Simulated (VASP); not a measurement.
# Au (Fm-3m) in VASP: further runs

Aim: see how the results for Au move with the level of theory and the settings. Levels: PBEsol, RPBE+D4. Tasks: relaxation of cell and atoms, single point.

Everything below comes from runs of VASP 6.6.1. Logs are shortened: lines on timing, memory, paths and dates and some standing lists are left out, and cuts for length are marked.

## (1) The cell of the first run

It takes space group Fm-3m (No. 225, cubic). The conventional cell has a = 4.070 Å, b = 4.070 Å, c = 4.070 Å, α = 90.00°, β = 90.00°, γ = 90.00°. Within 3.8 Å of Au (site symmetry m-3m) lie 12 Au at 2.88 Å.

## (2) Relaxation of cell and atoms, PBEsol, target pressure 10 GPa, at which the enthalpy is minimised

INCAR reads:

```
SYSTEM = Au
  ALGO = Fast
  EDIFF = 1E-6
  EDIFFG = -0.01
  ENCUT = 600
  GGA = PS
  IBRION = 2
  ISIF = 3
  ISMEAR = -1
  LASPH = .True.
  LCHARG = .False.
  LREAL = .False.
  LWAVE = .False.
  NELM = 60
  NSW = 60
  PREC = Accurate
  PSTRESS = 100.0
  SIGMA = 0.05
```

KPOINTS reads:

```
k-points
0
Gamma
  11 11 11
  0 0 0
```

POSCAR reads:

```
Au
1.0
    0.0000000000      2.0350000000      2.0350000000
    2.0350000000      0.0000000000      2.0350000000
    2.0350000000      2.0350000000      0.0000000000
Au
1
Direct
    0.0000000000      0.0000000000      0.0000000000
```

Potentials or basis: VASP PAW PBE potentials, release 64 (Au).

Run with:

```bash
$ cat potpaw_PBE.64/Au/POTCAR > POTCAR
$ mpirun -np 1 vasp_std > vasp.out
```

OUTCAR:

```text
SYSTEM = Au
   EDIFF = 1E-6
   EDIFFG = -0.01
   ENCUT = 600
   GGA = PS
   IBRION = 2
   ISIF = 3
   ISMEAR = -1
   LASPH = .True.
   LREAL = .False.
   NELM = 60
   NSW = 60
   PREC = Accurate
   PSTRESS = 100.0

 ion  position               nearest neighbor table
   1  0.000  0.000  0.000-

  LATTYP: Found a face centered cubic cell.
 ALAT       =     4.0700000000

  Lattice vectors:

 A1 = (   0.0000000000,   2.0350000000,   2.0350000000)
 A2 = (   2.0350000000,   0.0000000000,   2.0350000000)
 A3 = (   2.0350000000,   2.0350000000,   0.0000000000)

Analysis of symmetry for initial positions (statically):
=====================================================================
 Subroutine PRICEL returns:
 Original cell was already a primitive cell.

 Routine SETGRP: Setting up the symmetry group for a
 face centered cubic supercell.

 Subroutine GETGRP returns: Found 48 space group operations
 (whereof 48 operations were pure point group operations)
 out of a pool of 48 trial point group operations.

The static configuration has the point symmetry O_h .

Analysis of symmetry for dynamics (positions and initial velocities):
=====================================================================
 Subroutine PRICEL returns:
 Original cell was already a primitive cell.

 Routine SETGRP: Setting up the symmetry group for a
 face centered cubic supercell.

 Subroutine GETGRP returns: Found 48 space group operations
 (whereof 48 operations were pure point group operations)
 out of a pool of 48 trial point group operations.

The dynamic configuration has the point symmetry O_h .

 Subroutine INISYM returns: Found 48 space group operations
 (whereof 48 operations are pure point group operations),
 and found     1 'primitive' translations

----------------------------------------------------------------------------------------

                                     Primitive cell

  volume of cell :      16.8548

  direct lattice vectors                    reciprocal lattice vectors
     0.000000000  2.035000000  2.035000000    -0.245700246  0.245700246  0.245700246
     2.035000000  0.000000000  2.035000000     0.245700246 -0.245700246  0.245700246
     2.035000000  2.035000000  0.000000000     0.245700246  0.245700246 -0.245700246

  length of vectors
     2.877924599  2.877924599  2.877924599     0.425565309  0.425565309  0.425565309

  position of ions in fractional coordinates (direct lattice)
     0.000000000  0.000000000  0.000000000

  ion indices of the primitive-cell ions
   primitive index   ion index
                 1           1

----------------------------------------------------------------------------------------

 KPOINTS: k-points

Automatic generation of k-mesh.
 Grid dimensions read from file:
 generate k-points for:   11   11   11

 Generating k-lattice:

  Cartesian coordinates                     Fractional coordinates (reciprocal lattice)
    -0.022336386  0.022336386  0.022336386     0.090909091  0.000000000  0.000000000
     0.022336386 -0.022336386  0.022336386     0.000000000  0.090909091  0.000000000
     0.022336386  0.022336386 -0.022336386     0.000000000  0.000000000  0.090909091

  Length of vectors
     0.038687755  0.038687755  0.038687755

  Shift w.r.t. Gamma in fractional coordinates (k-lattice)
     0.000000000  0.000000000  0.000000000

 Subroutine IBZKPT returns following result:
 ===========================================

 Found     56 irreducible k-points:

 Following reciprocal coordinates:
            Coordinates               Weight
  0.000000  0.000000  0.000000      1.000000
  0.090909  0.000000  0.000000      8.000000
  0.181818  0.000000  0.000000      8.000000
  0.272727  0.000000  0.000000      8.000000
  0.363636  0.000000  0.000000      8.000000
  0.454545  0.000000  0.000000      8.000000
[... 16 lines left out ...]
 -0.272727  0.181818  0.000000     24.000000
 -0.181818  0.181818  0.000000     12.000000
 [... further k-points ...]
   k-points           NKPTS =     56   k-points in BZ     NKDIM =     56   number of bands    NBANDS=      9
   number of dos      NEDOS =    301   number of ions     NIONS =      1
   total plane-waves  NPLWV =  13824
   dimension x,y,z NGX =    24 NGY =   24 NGZ =   24
   dimension x,y,z NGXF=    48 NGYF=   48 NGZF=   48
   ions per type =               1
   NGX,Y,Z   is equivalent  to a cutoff of  13.86, 13.86, 13.86 a.u.
   NGXF,Y,Z  is equivalent  to a cutoff of  27.73, 27.73, 27.73 a.u.
 SYSTEM =  Au
   PREC   = accura    normal or accurate (medium, high low for compatibility)
   ISTART =      0    job   : 0-new  1-cont  2-samecut
   ICHARG =      2    charge: 1-file 2-atom 10-const
   ISPIN  =      1    spin polarized calculation?
   LNONCOLLINEAR =      F non collinear calculations
   LSORBIT =      F    spin-orbit coupling
   LASPH  =      T    aspherical Exc in radial PAW
   ENCUT  =  600.0 eV  44.10 Ry    6.64 a.u.   5.75  5.75  5.75*2*pi/ulx,y,z
   NELM   =     60;   NELMIN=  2; NELMDL= -5     # of ELM steps
   EDIFF  = 0.1E-05   stopping-criterion for ELM
   LREAL  =      F    real-space projection
   EDIFFG = -.1E-01   stopping-criterion for IOM
   NSW    =     60    number of steps for IOM
   IBRION =      2    ionic relax: 0-MD 1-quasi-New 2-CG
   NFREE  =      1    steps in history (QN), initial steepest desc. (CG)
   ISIF   =      3    stress and relaxation
   ISYM   =      2    0-nonsym 1-usesym 2-fastsym
   POTIM  = 0.5000    time-step for ionic-motion
   TEBEG  =    0.0;   TEEND  =   0.0 temperature during run
   PSTRESS=  100.0 pullay stress
   NELECT =      11.0000    total number of electrons
   NUPDOWN=      -1.0000    fix difference up-down
   EMIN   =  10.00;   EMAX   =-10.00  energy-range for DOS
   EFERMI =   0.00;   METHOD = LEGACY
   ISMEAR =    -1;   SIGMA  =   0.05  broadening in eV -4-tet -1-fermi 0-gaus
   EFERMI_NEDOS =   21; number of points for ismear=-14 and -15
   IALGO  =     68    algorithm
   IMIX   =      4    mixing-type and parameters
     AMIX     =   0.40;   BMIX     =  1.00
     AMIX_MAG =   1.60;   BMIX_MAG =  1.00
  volume/ion in A,a.u.               =      16.85       113.74
  Fermi-wavevector in a.u.,A,eV,Ry     =   1.420032  2.683470 27.436005  2.016489
  Thomas-Fermi vector in A             =   2.540990
   LORBIT       =      0    0 simple, 1 ext, 2 COOP (PROOUT), +10 PAW based schemes
   GGA     = PS    functional components
   LHFCALC =     F    Hartree Fock is set to
   AEXX    =    0.0000 exact exchange contribution
   IVDW    =     0    specifies the selected vdW correction
   LEPSILON=     F    determine dielectric tensor
   LRPA    =     F    only Hartree local field effects (RPA)
 conjugate gradient relaxation of ions
 non-spin polarized calculation
 RMM-DIIS sequential band-by-band and
  energy-cutoff  :      600.00
  volume of cell :       16.85
 maximum number of plane-waves:       572
   NGX = 11   NGY = 11   NGZ = 11

--------------------------------------- Ionic step        1  -------------------------------------------

 number of electron      10.9999999 magnetization

 Free energy of the ion-electron system (eV)
  ---------------------------------------------------
  ext. energy  EPLUGINS =         0.00000000
  ---------------------------------------------------
  free energy    TOTEN  =        -3.93228459 eV

  energy without entropy =       -3.93082089  energy(sigma->0) =       -3.93155274

 E-fermi :   9.4651     XC(G=0): -12.9496

 val. band max:        9.3229468992   @ k =   0.4545   0.2727   0.0000
 cond. band min:       9.5617325164   @ k =  -0.4545   0.0909   0.0000
 fundamental gap:      0.2387856172
 Fermi energy:         9.4650503965

 k-point     1 :       0.0000    0.0000    0.0000
  band No.  band energies     occupation
      1      -0.5747      2.00000
      2       4.7256      2.00000
      3       4.7256      2.00000
      4       4.7256      2.00000
      5       6.2843      2.00000
      6       6.2843      2.00000
      7      23.9501      0.00000
      8      28.0054      0.00000
      9      28.0054      0.00000

 k-point     2 :       0.0909    0.0000    0.0000
  band No.  band energies     occupation
      1      -0.2858      2.00000
      2       4.6329      2.00000
      3       4.8226      2.00000
      4       4.8226      2.00000
      5       6.2428      2.00000
      6       6.2428      2.00000
      7      24.2766      0.00000
      8      26.3762      0.00000
      9      28.3525      0.00000
[... 366 lines left out ...]
  FREE ENERGIE OF THE ION-ELECTRON SYSTEM (eV)
  ---------------------------------------------------
  free  energy   TOTEN  =        -3.9100382027 eV

  energy  without entropy=       -3.9079816508  energy(sigma->0) =       -3.90900993

  enthalpy is  TOTEN    =        -2.8991657345 eV   P V=        1.0108724682

--------------------------------------- Ionic step        4  -------------------------------------------

 number of electron      11.0000000 magnetization

 Free energy of the ion-electron system (eV)
  ---------------------------------------------------
  ext. energy  EPLUGINS =         0.00000000
  ---------------------------------------------------
  free energy    TOTEN  =        -3.90875346 eV

  energy without entropy =       -3.90667676  energy(sigma->0) =       -3.90771511

 E-fermi :  10.1456     XC(G=0): -13.1951

 val. band max:       10.0498737947   @ k =   0.4545   0.2727   0.0000
 cond. band min:      10.2138069843   @ k =  -0.4545   0.0909   0.0000
 fundamental gap:      0.1639331897
 Fermi energy:        10.1456396096

 k-point     1 :       0.0000    0.0000    0.0000
  band No.  band energies     occupation
      1      -0.3135      2.00000
      2       5.2055      2.00000
      3       5.2055      2.00000
      4       5.2055      2.00000
      5       6.8809      2.00000
      6       6.8809      2.00000
      7      24.5933      0.00000
      8      28.8870      0.00000
      9      28.8870      0.00000

 k-point     2 :       0.0909    0.0000    0.0000
  band No.  band energies     occupation
      1      -0.0135      2.00000
      2       5.1044      2.00000
      3       5.3089      2.00000
      4       5.3089      2.00000
      5       6.8351      2.00000
      6       6.8351      2.00000
      7      24.9591      0.00000
      8      27.2596      0.00000
      9      29.2713      0.00000
[... 286 lines left out ...]
 POSITION                                       TOTAL-FORCE (eV/Angst)
 -----------------------------------------------------------------------------------
     -0.00000      2.00727      2.00727         0.000000     -0.000000     -0.000000
 -----------------------------------------------------------------------------------
    total drift:                               -0.000000     -0.000000      0.000000

  FREE ENERGIE OF THE ION-ELECTRON SYSTEM (eV)
  ---------------------------------------------------
  free  energy   TOTEN  =        -3.9087534554 eV

  energy  without entropy=       -3.9066767556  energy(sigma->0) =       -3.90771511

  enthalpy is  TOTEN    =        -2.8991853793 eV   P V=        1.0095680760

 reached required accuracy - stopping structural energy minimisation
```

Run time: 20 s. Hardware: 1 thread of AMD EPYC 9R45 (Zen 5), shared host; peak memory 0.13 GiB.

What came out:

```
Free energy                                            : -3.9088 eV
Relaxed volume                                         : 16.18 Å³/atom
Relaxed cell                                           : a = 2.839 Å, b = 2.839 Å, c = 2.839 Å, α = 60.00°, β = 60.00°, γ = 60.00°
Space group after relaxing (to 0.05 Å)                 : Fm-3m (No. 225)
Energy change on relaxing (the enthalpy is what falls) : +23.5 meV/atom
Ionic steps                                            : 4
Pressure after relaxing                                : 10.0 GPa
```

Step by step:
| step | energy change (eV) | largest force (eV/Å) | pressure (GPa) | volume (Å³) |
| --- | --- | --- | --- | --- |
| 1 | 0.0000 | 0.0000 | 1.55 | 16.85 |
| 2 | 0.2158 | 0.0000 | 36.45 | 14.78 |
| 3 | 0.0222 | 0.0000 | 9.65 | 16.20 |
| 4 | 0.0235 | 0.0000 | 10.01 | 16.18 |

Final structure:
```xyz
1
Lattice="0.0000 2.0073 2.0073 2.0073 0.0000 2.0073 2.0073 2.0073 0.0000" Properties=species:S:1:pos:R:3 pbc="T T T"
Au    0.0000    2.0073    2.0073
```

Caveat: the cell is relaxed towards a set pressure, so the enthalpy falls and the energy may rise; the PAW data sets were made with another functional, which shifts forces and pressure a little; spin-orbit coupling is left out, which moves the levels of the heavy elements.

## (3) Relaxation of cell and atoms, PBEsol, target pressure 20 GPa, at which the enthalpy is minimised

INCAR reads:

```
SYSTEM = Au
PREC = Accurate
ENCUT = 600
EDIFF = 1E-6
ISMEAR = -1
SIGMA = 0.05
LREAL = .False.
LASPH = .True.
NELM = 60
ALGO = Normal
ISIF = 3
LWAVE = .False.
LCHARG = .False.
GGA = PS
IBRION = 2
NSW = 60
EDIFFG = -0.01
PSTRESS = 200.0
```

KPOINTS reads:

```
Automatic mesh
0
Gamma
  11 11 11
  0 0 0
```

POSCAR is that of step 2.

Potentials or basis: VASP PAW PBE potentials, release 64 (Au).

Run with:

```bash
$ cat potpaw_PBE.64/Au/POTCAR > POTCAR
$ mpirun -np 1 vasp_std > vasp.out
```

Wall time 20 s (1 thread of AMD EPYC 9R45 (Zen 5), shared host); peak memory 0.13 GiB.

The run converged. Its results:

```yaml
Free_energy: -3.8515 eV
Relaxed_volume: 15.56 Å³/atom
Relaxed_cell: a = 2.802 Å, b = 2.802 Å, c = 2.802 Å, α = 60.00°, β = 60.00°, γ = 60.00°
Space_group_after_relaxing_to_0.05_Å: Fm-3m (No. 225)
Energy_change_on_relaxing_the_enthalpy_is_what_falls: +80.8 meV/atom
Ionic_steps: 5
Pressure_after_relaxing: 20.0 GPa
```

The path:
| step | energy change (eV) | largest force (eV/Å) | pressure (GPa) | volume (Å³) |
| --- | --- | --- | --- | --- |
| 1 | 0.0000 | 0.0000 | 1.47 | 16.85 |
| 2 | 1.2593 | 0.0000 | 126.05 | 12.53 |
| 3 | 0.0697 | 0.0000 | 18.36 | 15.65 |
| 4 | 0.0772 | 0.0000 | 19.48 | 15.58 |
| 5 | 0.0808 | 0.0000 | 20.01 | 15.56 |

Final structure:
```xyz
1
Lattice="0.0000 1.9813 1.9813 1.9813 0.0000 1.9813 1.9813 1.9813 0.0000" Properties=species:S:1:pos:R:3 pbc="T T T"
Au    0.0000    0.0000    0.0000
```

Levels at points of the mesh, in eV from the Fermi level:
| k point | band 2 | band 3 | band 4 | band 5 | band 6 | band 7 | band 8 | band 9 |
| --- | --- | --- | --- | --- | --- | --- | --- | --- |
| (0.00, 0.00, 0.00) | -5.15 | -5.15 | -5.15 | -3.36 | -3.36 | 14.39 | 18.91 | 18.91 |

Caveat: the cell is relaxed towards a set pressure, so the enthalpy falls and the energy may rise; the PAW data sets were made with another functional, which shifts forces and pressure a little; spin-orbit coupling is left out, which moves the levels of the heavy elements.

## (4) Relaxation of cell and atoms, PBEsol, target pressure 30 GPa, at which the enthalpy is minimised

INCAR reads:

```
SYSTEM = Au
  ALGO = Fast
  EDIFF = 1E-7
  EDIFFG = -0.01
  ENCUT = 600
  GGA = PS
  IBRION = 2
  ISIF = 3
  ISMEAR = -1
  LASPH = .True.
  LCHARG = .False.
  LREAL = .False.
  LWAVE = .False.
  NELM = 100
  NSW = 60
  PREC = Accurate
  PSTRESS = 300.0
  SIGMA = 0.05
```

KPOINTS reads:

```
k-points
0
Gamma
  11 11 11
  0 0 0
```

POSCAR is that of step 3.

Potentials or basis: VASP PAW PBE potentials, release 64 (Au).

Run with:

```bash
$ cat potpaw_PBE.64/Au/POTCAR > POTCAR
$ mpirun -np 1 vasp_std > vasp.out
```

OUTCAR:

```text
SYSTEM = Au
   EDIFF = 1E-7
   EDIFFG = -0.01
   ENCUT = 600
   GGA = PS
   IBRION = 2
   ISIF = 3
   ISMEAR = -1
   LASPH = .True.
   LREAL = .False.
   NELM = 100
   NSW = 60
   PREC = Accurate
   PSTRESS = 300.0

 ion  position               nearest neighbor table
   1  0.000  0.000  0.000-

  LATTYP: Found a face centered cubic cell.
 ALAT       =     4.0700000000

  Lattice vectors:

 A1 = (   0.0000000000,   2.0350000000,   2.0350000000)
 A2 = (   2.0350000000,   0.0000000000,   2.0350000000)
 A3 = (   2.0350000000,   2.0350000000,   0.0000000000)

Analysis of symmetry for initial positions (statically):
=====================================================================
 Subroutine PRICEL returns:
 Original cell was already a primitive cell.

[... 173 lines left out ...]
 cond. band min:       9.5618844264   @ k =  -0.4545   0.0909   0.0000
 fundamental gap:      0.2386875552
 Fermi energy:         9.4652316260

 k-point     1 :       0.0000    0.0000    0.0000
  band No.  band energies     occupation
      1      -0.5747      2.00000
      2       4.7260      2.00000
      3       4.7260      2.00000
      4       4.7260      2.00000
      5       6.2847      2.00000
      6       6.2847      2.00000
      7      23.9500      0.00000
      8      28.0053      0.00000
      9      28.0053      0.00000
[... 423 lines left out ...]
--------------------------------------- Ionic step        5  -------------------------------------------

 number of electron      10.9999999 magnetization

 Free energy of the ion-electron system (eV)
  ---------------------------------------------------
  ext. energy  EPLUGINS =         0.00000000
  ---------------------------------------------------
  free energy    TOTEN  =        -3.77455150 eV

  energy without entropy =       -3.77135469  energy(sigma->0) =       -3.77295310

 E-fermi :  11.4207     XC(G=0): -13.6277

 val. band max:       11.3980655077   @ k =   0.4545   0.2727   0.0000
 cond. band min:      11.4415056880   @ k =  -0.4545   0.0909   0.0000
 fundamental gap:      0.0434401803
 Fermi energy:        11.4206791403

 k-point     1 :       0.0000    0.0000    0.0000
  band No.  band energies     occupation
      1       0.1787      2.00000
      2       6.0821      2.00000
      3       6.0821      2.00000
      4       6.0821      2.00000
      5       7.9795      2.00000
      6       7.9795      2.00000
      7      25.7438      0.00000
      8      30.4558      0.00000
      9      30.4558      0.00000
[... 308 lines left out ...]
  energy  without entropy=       -3.7713546913  energy(sigma->0) =       -3.77295310

  enthalpy is  TOTEN    =        -0.9549396975 eV   P V=        2.8196118024

 reached required accuracy - stopping structural energy minimisation
```

It took 38 s on 1 thread of AMD EPYC 9R45 (Zen 5), shared host; peak memory 0.13 GiB.

Results:

| Quantity | Value |
| --- | --- |
| Free energy | -3.7746 eV |
| Relaxed volume | 15.06 Å³/atom |
| Relaxed cell | a = 2.772 Å, b = 2.772 Å, c = 2.772 Å, α = 60.00°, β = 60.00°, γ = 60.00° |
| Space group after relaxing (to 0.05 Å) | Fm-3m (No. 225) |
| Energy change on relaxing (the enthalpy is what falls) | +157.7 meV/atom |
| Ionic steps | 5 |
| Pressure after relaxing | 29.9 GPa |

The path:
| step | energy change (eV) | largest force (eV/Å) | pressure (GPa) | volume (Å³) |
| --- | --- | --- | --- | --- |
| 1 | 0.0000 | 0.0000 | 1.49 | 16.85 |
| 2 | 3.8367 | 0.0000 | 316.20 | 10.55 |
| 3 | 0.1206 | 0.0000 | 25.40 | 15.27 |
| 4 | 0.1407 | 0.0000 | 27.95 | 15.15 |
| 5 | 0.1577 | 0.0000 | 29.94 | 15.06 |

Final structure:
```yaml
crystal:
  lattice:
    - [0.00000, 1.95997, 1.95997]
    - [1.95997, 0.00000, 1.95997]
    - [1.95997, 1.95997, 0.00000]
  atoms:
    - { symbol: Au, position: [0.00000, 0.00000, 0.00000] }
```

Levels at points of the mesh, in eV from the Fermi level:
```tsv
k point	band 2	band 3	band 4	band 5	band 6	band 7	band 8	band 9
(0.00, 0.00, 0.00)	-5.34	-5.34	-5.34	-3.44	-3.44	14.32	19.04	19.04
```

Caveat: the cell is relaxed towards a set pressure, so the enthalpy falls and the energy may rise; the PAW data sets were made with another functional, which shifts forces and pressure a little; spin-orbit coupling is left out, which moves the levels of the heavy elements.

(Part 1 of 2 ends here.)
